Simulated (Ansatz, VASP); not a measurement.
## Y in VASP and in Ansatz

```
Y
1.0
    -2.03536    2.03536    2.03536
     2.03536   -2.03536    2.03536
     2.03536    2.03536   -2.03536
Y
1
Direct
  0.00000 0.00000 0.00000
```

Alike in both runs: task single point; functional r2SCAN; k mesh 12 × 12 × 12; occupations fermi-dirac, width 0.1 eV; no spin polarisation.

|  | VASP | Ansatz |
| --- | --- | --- |
| version | VASP 6.6.1 | Ansatz 0.2.0 |
| potentials or method | VASP PAW PBE potentials, release 64 (Y_sv), cutoff 520 eV | plane waves (500 eV) with PAW, scalar-relativistic |
| valence electrons in the cell | 11 | 11 |

|  | VASP | Ansatz | Ansatz less VASP |
| --- | --- | --- | --- |
| pressure (GPa) | 0.1 | 0.0 | -0.07 |

VASP's potentials were made for PBE, not for r2SCAN.
